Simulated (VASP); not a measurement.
**Ta8HC8 (a cell with a defect): single point with PBE**

System: Ta8HC8 (a cell with a defect).

```
CELL_PARAMETERS angstrom
0.00000 4.45400 4.45400
4.45400 0.00000 4.45400
4.45400 4.45400 0.00000
ATOMIC_POSITIONS crystal
Ta 0.01084 0.99648 0.99661
Ta 0.98370 0.98646 0.54329
Ta 0.98960 0.49073 0.02485
Ta 0.01297 0.50558 0.48459
Ta 0.48673 0.00683 0.00709
Ta 0.49747 0.02691 0.47183
Ta 0.51500 0.50207 0.96475
Ta 0.49854 0.48841 0.50727
C 0.23808 0.25483 0.25440
C 0.26444 0.23976 0.74414
C 0.27282 0.72320 0.24117
C 0.26563 0.73956 0.75703
C 0.76348 0.24936 0.25967
C 0.76341 0.25553 0.73160
C 0.74474 0.75084 0.26007
C 0.76217 0.73327 0.76848
H 0.53635 0.69627 0.56953
```

```
Program             : VASP 6.6.1
Task                : single point
Functional          : PBE
Potentials or basis : VASP PAW PBE potentials, release 64 (Ta_pv, C, H)
Cutoff              : 520 eV
k mesh              : 2 × 2 × 2
Occupations         : fermi-dirac, width 0.1 eV
Spin                : no spin polarisation
```

The pressure is 16.3 GPa. The largest force is 2.972 eV/Å and the band gap on the k mesh is zero (an odd number of electrons rules out a gap without spin polarisation).

Forces in eV/Å, atoms in the order of the input:
```
Ta   0.506  0.392 -0.110
Ta  -1.858 -0.154  1.074
Ta  -0.588  0.426  0.803
Ta   0.101  0.896 -0.013
Ta  -0.496  0.916 -0.318
Ta   0.588  0.674  1.208
Ta   1.043  2.768 -0.283
Ta  -2.159 -1.229 -1.274
C   -0.730  0.530  0.429
C    1.284 -0.664 -0.560
C    1.868 -0.928  0.656
C    0.572 -2.564 -0.672
C   -1.106 -1.016 -1.274
C    1.019  1.200 -1.421
C   -0.823 -0.542  0.811
C   -0.188 -1.724  0.399
H    0.968  1.018  0.545
```

Stress tensor (GPa, compression positive):
```
16.53  0.62  2.88
 0.62 15.97 -0.23
 2.88 -0.23 16.54
```

Levels at points of the mesh, in eV from the Fermi level:
| k point | band 60 | band 61 | band 62 | band 63 | band 64 | band 65 |
| --- | --- | --- | --- | --- | --- | --- |
| (0.00, 0.00, 0.00) | -0.91 | -0.57 | -0.48 | 0.48 | 0.72 | 1.94 |
| (0.50, 0.00, 0.00) | -0.46 | -0.28 | -0.09 | 0.14 | 0.32 | 0.55 |
| (0.00, 0.50, 0.00) | -0.46 | -0.43 | -0.21 | 0.12 | 0.36 | 0.40 |
| (0.00, 0.00, 0.50) | -0.70 | -0.58 | -0.36 | 0.32 | 0.39 | 0.49 |
| (0.50, 0.50, 0.50) | -0.59 | -0.30 | -0.10 | 0.19 | 0.33 | 0.37 |
| (0.50, 0.50, 0.00) | 0.82 | 0.86 | 0.92 | 1.19 | 1.24 | 1.44 |
| (0.00, 0.50, 0.50) | 0.60 | 0.65 | 0.87 | 1.25 | 1.34 | 1.51 |
| (0.50, 0.00, 0.50) | 0.60 | 0.79 | 1.01 | 1.10 | 1.47 | 1.59 |

It took 2.5 min on 1 thread of Intel(R) Xeon(R) 6975P-C (Granite Rapids) (shared host), peak memory 0.36 GiB.

Caveat: the k points lie up to 0.61 Å⁻¹ apart, too coarse for converged energies and pressures of a metal; spin-orbit coupling is left out, which moves the levels of the heavy elements.
